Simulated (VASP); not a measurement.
# Al2Cu (Immm) in VASP: a series of runs

Al2Cu is run at these levels: PBE; tasks: single point.

All numbers are computed with VASP 6.6.1; they aren't measurements. Logs are shortened: lines on timing, memory, paths and dates and some standing lists are left out, and cuts for length are marked.

## (1) The cell of the first run

Symmetry: Immm, No. 71, orthorhombic system. The conventional cell has a = 4.089 Å, b = 4.089 Å, c = 5.378 Å, α = 90.00°, β = 90.00°, γ = 90.00°. Within 3.2 Å of Al (site symmetry mm2) lie 4 Cu at 2.40 to 2.49 Å and 6 Al at 2.52 to 2.90 Å. Within 3.2 Å of Cu (site symmetry mmm) lie 8 Al at 2.40 to 2.49 Å.

## (2) Single point, PBE (mode 9 frozen in at -0.090 Å, normal strain along z -0.0700)

File INCAR:

```
ALGO = Fast ; EDIFF = 1E-7
ENCUT = 520 ; GGA = PE
ISIF = 2 ; ISMEAR = 0
LASPH = True ; LCHARG = False
LREAL = False ; LWAVE = False
NBANDS = 16 ; NELM = 100
PREC = Accurate ; SIGMA = 0.15
```

File KPOINTS:

```
k-points
0
Gamma
  14 14 14
```

File POSCAR:

```
Al2Cu
1.0
   -2.0446004822      2.0446004822      2.6890032877
    2.0446004822     -2.0446004822      2.6890032877
    2.0446004822      2.0446004822     -2.6890032877
Al Cu
2 1
Direct
    0.7344366126      0.2344366126      0.5000000000
    0.2655633874      0.7655633874      0.5000000000
    0.5000000000      0.5000000000      0.0000000000
```

Potentials or basis: VASP PAW PBE potentials, release 64 (Al, Cu).

The run is started by

```sh
cat potpaw_PBE.64/Al/POTCAR potpaw_PBE.64/Cu/POTCAR > POTCAR
mpirun -np 1 vasp_std > vasp.out
```

OUTCAR:

```text
EDIFF = 1E-7
   ENCUT = 520
   GGA = PE
   ISIF = 2
   ISMEAR = 0
   LASPH = True
   LREAL = False
   NELM = 100
   PREC = Accurate

 ion  position               nearest neighbor table
   1  0.734  0.234  0.500-   3 2.40   3 2.40   3 2.49   3 2.49   2 2.52   2 2.86   2 2.90   2 2.90
                             2 2.90   2 2.90
   2  0.266  0.766  0.500-   3 2.40   3 2.40   3 2.49   3 2.49   1 2.52   1 2.86   1 2.90   1 2.90
                             1 2.90   1 2.90
   3  0.500  0.500  0.000-   1 2.40   2 2.40   1 2.40   2 2.40   1 2.49   2 2.49   2 2.49   1 2.49

  LATTYP: Found a body centered tetragonal cell.
 ALAT       =     4.0892009644
 C/A-ratio  =     1.3151729695

  Lattice vectors:

 A1 = (  -2.0446004822,   2.0446004822,   2.6890032877)
 A2 = (   2.0446004822,  -2.0446004822,   2.6890032877)
 A3 = (   2.0446004822,   2.0446004822,  -2.6890032877)

Analysis of symmetry for initial positions (statically):
=====================================================================
 Subroutine PRICEL returns:
 Original cell was already a primitive cell.

 Routine SETGRP: Setting up the symmetry group for a
 body centered tetragonal supercell.

 Subroutine GETGRP returns: Found  8 space group operations
 (whereof  8 operations were pure point group operations)
 out of a pool of 16 trial point group operations.

The static configuration has the point symmetry D_2h.

Analysis of symmetry for dynamics (positions and initial velocities):
=====================================================================
 Subroutine PRICEL returns:
 Original cell was already a primitive cell.

 Routine SETGRP: Setting up the symmetry group for a
 body centered tetragonal supercell.

 Subroutine GETGRP returns: Found  8 space group operations
 (whereof  8 operations were pure point group operations)
 out of a pool of 16 trial point group operations.

The dynamic configuration has the point symmetry D_2h.

 Subroutine INISYM returns: Found  8 space group operations
 (whereof  8 operations are pure point group operations),
 and found     1 'primitive' translations

----------------------------------------------------------------------------------------

                                     Primitive cell

  volume of cell :      44.9643

  direct lattice vectors                    reciprocal lattice vectors
    -2.044600482  2.044600482  2.689003288     0.000000000  0.244546553  0.185942502
     2.044600482 -2.044600482  2.689003288     0.244546553  0.000000000  0.185942502
[... 90 lines left out ...]
   NSW    =      0    number of steps for IOM
   IBRION =     -1    ionic relax: 0-MD 1-quasi-New 2-CG
   NFREE  =      0    steps in history (QN), initial steepest desc. (CG)
   ISIF   =      2    stress and relaxation
   ISYM   =      2    0-nonsym 1-usesym 2-fastsym
   POTIM  = 0.5000    time-step for ionic-motion
   TEBEG  =    0.0;   TEEND  =   0.0 temperature during run
   PSTRESS=    0.0 pullay stress
   NELECT =      17.0000    total number of electrons
   NUPDOWN=      -1.0000    fix difference up-down
   EMIN   =  10.00;   EMAX   =-10.00  energy-range for DOS
   EFERMI =   0.00;   METHOD = LEGACY
   ISMEAR =     0;   SIGMA  =   0.15  broadening in eV -4-tet -1-fermi 0-gaus
   EFERMI_NEDOS =   21; number of points for ismear=-14 and -15
   IALGO  =     68    algorithm
   IMIX   =      4    mixing-type and parameters
     AMIX     =   0.40;   BMIX     =  1.00
     AMIX_MAG =   1.60;   BMIX_MAG =  1.00
  volume/ion in A,a.u.               =      14.99       101.14
  Fermi-wavevector in a.u.,A,eV,Ry     =   1.183773  2.237006 19.066092  1.401318
  Thomas-Fermi vector in A             =   2.320001
   LORBIT       =      0    0 simple, 1 ext, 2 COOP (PROOUT), +10 PAW based schemes
   GGA     = PE    functional components
   LHFCALC =     F    Hartree Fock is set to
   AEXX    =    0.0000 exact exchange contribution
   IVDW    =     0    specifies the selected vdW correction
   LEPSILON=     F    determine dielectric tensor
   LRPA    =     F    only Hartree local field effects (RPA)
 non-spin polarized calculation
 RMM-DIIS sequential band-by-band and
 Gauss-broadening in eV      SIGMA  =   0.15
  energy-cutoff  :      520.00
  volume of cell :       44.96
 maximum number of plane-waves:      1229
 NGX is ok and might be reduce to    30
   NGX = 15   NGY = 15   NGZ = 15

 number of electron      17.0000005 magnetization

 Free energy of the ion-electron system (eV)
  ---------------------------------------------------
  ext. energy  EPLUGINS =         0.00000000
  ---------------------------------------------------
  free energy    TOTEN  =       -11.50399353 eV

  energy without entropy =      -11.49472885  energy(sigma->0) =      -11.49936119

 E-fermi :   7.6330     XC(G=0): -10.7048

 val. band max:        7.6278732707   @ k =   0.0000  -0.4286  -0.0714
 cond. band min:       7.6380343435   @ k =  -0.0000   0.3571  -0.0714
 fundamental gap:      0.0101610728
 Fermi energy:         7.6330444927

 k-point     1 :       0.0000    0.0000    0.0000
  band No.  band energies     occupation
      1      -2.9569      2.00000
      2       2.7953      2.00000
      3       2.8382      2.00000
      4       2.9421      2.00000
      5       3.3708      2.00000
      6       3.5148      2.00000
[... 433 lines left out ...]
      3       2.9946      2.00000
      4       3.0599      2.00000
      5       3.4279      2.00000
      6       3.5173      2.00000
[... 8 lines left out ...]
     15      16.4773      0.00000
     16      18.7478      0.00000

 [... further k-points ...]

------------------------ aborting loop because EDIFF is reached ----------------------------------------

  FORCE on cell =-STRESS in cart. coord.  units (eV):
  Direction    XX          YY          ZZ          XY          YZ          ZX
  --------------------------------------------------------------------------------------
  -------------------------------------------------------------------------------------
  Total        2.6364143      0.7157533      4.8677998      0.0000000      0.0000000      0.0000000
  in kB       93.9411758     25.5038466    173.4502973      0.0000000      0.0000000      0.0000000
  external PRESSURE =      97.6317732 kB  Pullay stress =       0.0000000 kB

 VOLUME and BASIS-vectors are now :
 -----------------------------------------------------------------------------
  energy-cutoff  :      520.00
  volume of cell :       44.96
      direct lattice vectors                 reciprocal lattice vectors
    -2.044600482  2.044600482  2.689003288     0.000000000  0.244546553  0.185942502
     2.044600482 -2.044600482  2.689003288     0.244546553  0.000000000  0.185942502
     2.044600482  2.044600482 -2.689003288     0.244546553  0.244546553  0.000000000

 POSITION                                       TOTAL-FORCE (eV/Angst)
 -----------------------------------------------------------------------------------
      0.00000      2.04460      1.26080        -0.000000     -0.000000      1.253807
      2.04460      0.00000      1.42820         0.000000      0.000000     -1.253807
      0.00000      0.00000      2.68900        -0.000000     -0.000000      0.000000
 -----------------------------------------------------------------------------------
    total drift:                                0.000000     -0.000000      0.000000

  FREE ENERGIE OF THE ION-ELECTRON SYSTEM (eV)
  ---------------------------------------------------
  free  energy   TOTEN  =       -11.5039935251 eV

  energy  without entropy=      -11.4947288506  energy(sigma->0) =      -11.49936119
```

Wall time 3.6 min (1 thread of Intel Xeon 6975P-C (Granite Rapids), shared host); peak memory 0.4 GiB.

What came out:

* Free energy: -11.5040 eV
* Pressure: 9.8 GPa
* Largest force: 1.254 eV/Å

Forces in eV/Å, atoms in the order of the input:
```
Al   0.000  0.000  1.254
Al   0.000  0.000 -1.254
Cu   0.000  0.000  0.000
```

Stress tensor (GPa, compression positive):
```
 9.39  0.00  0.00
 0.00  2.55  0.00
 0.00  0.00 17.35
```

Caveat: the cell differs from its parent crystal (mode 9 frozen in at -0.090 Å, normal strain along z -0.0700); forces of over 1 eV/Å act on the atoms, so gaps and moduli don't describe the material at rest.

## (3) Single point, PBE (mode 9 frozen in at -0.060 Å, normal strain along z -0.0700)

INCAR is that of step 2.

KPOINTS is that of step 2.

File POSCAR:

```
Al2Cu
1.0
   -2.0446004822      2.0446004822      2.6890032877
    2.0446004822     -2.0446004822      2.6890032877
    2.0446004822      2.0446004822     -2.6890032877
Al Cu
2 1
Direct
    0.7396244084      0.2396244084      0.5000000000
    0.2603755916      0.7603755916      0.5000000000
    0.5000000000      0.5000000000      0.0000000000
```

Potentials or basis: VASP PAW PBE potentials, release 64 (Al, Cu).

The run is started by

```sh
cat potpaw_PBE.64/Al/POTCAR potpaw_PBE.64/Cu/POTCAR > POTCAR
mpirun -np 1 vasp_std > vasp.out
```

It took 3.3 min on 1 thread of Intel Xeon 6975P-C (Granite Rapids), shared host; peak memory 0.4 GiB.

The run converged. Its results:

```
Free energy   : -11.5615 eV
Pressure      : 9.3 GPa
Largest force : 0.814 eV/Å
```

Forces in eV/Å, atoms in the order of the input:
```
Al   0.000  0.000  0.814
Al   0.000  0.000 -0.814
Cu   0.000  0.000  0.000
```

Stress tensor (GPa, compression positive):
```
 8.15  0.00  0.00
 0.00  3.58  0.00
 0.00  0.00 16.07
```

Levels at points of the mesh, in eV from the Fermi level:
| k point | band 7 | band 8 | band 9 | band 10 | band 11 | band 12 |
| --- | --- | --- | --- | --- | --- | --- |
| (0.00, 0.00, 0.00) | 2.53 | 2.57 | 2.94 | 3.31 | 3.38 | 3.41 |
| (0.50, 0.00, 0.00) | -4.03 | 0.17 | 1.09 | 2.71 | 2.92 | 4.51 |
| (0.00, 0.50, 0.00) | -4.07 | 0.43 | 0.69 | 2.71 | 3.05 | 4.62 |
| (0.50, 0.50, 0.00) | -3.90 | -2.16 | -1.61 | 0.86 | 1.68 | 9.00 |
| (0.50, 0.50, 0.50) | -3.71 | -2.44 | -2.37 | -0.05 | 1.24 | 9.25 |

Caveat: the cell differs from its parent crystal (mode 9 frozen in at -0.060 Å, normal strain along z -0.0700).
